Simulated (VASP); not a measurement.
Sb:

```
Sb
1.0
     3.39868    0.00000    0.00000
    -1.69934    2.94334    0.00000
     0.00000    0.00000    5.54214
Sb
2
Direct
  0.66667 0.33333 0.75000
  0.33333 0.66667 0.25000
```

This isn't the form of Sb at room conditions, which is rhombohedral.

Base run:

* Program: VASP 6.6.1
* Functional: PBEsol
* Potentials or basis: VASP PAW PBE potentials, release 64 (Sb)
* Cutoff: 520 eV
* k mesh: 9 × 9 × 5
* Occupations: fermi-dirac, width 0.05 eV
* Spin: no spin polarisation

Its results: band gap on the k mesh zero (bands 5 and 6 overlap by 6.58 eV); pressure -3.8 GPa.

The run is repeated on the same cell with these changes: functional from PBEsol to r2SCAN; further incar settings from ALGO = Normal; EDIFF = 1e-06; NBANDS = 12 to ALGO = Normal; EDIFF = 1e-07; NBANDS = 12. What comes out?

Band gap on the k mesh zero (bands 5 and 6 overlap by 6.94 eV); pressure -1.7 GPa.

Caveats: the PAW data sets were made with another functional, which shifts forces and pressure a little; spin-orbit coupling is left out, which moves the levels of the heavy elements; the cell stands under tension (at least some runs).
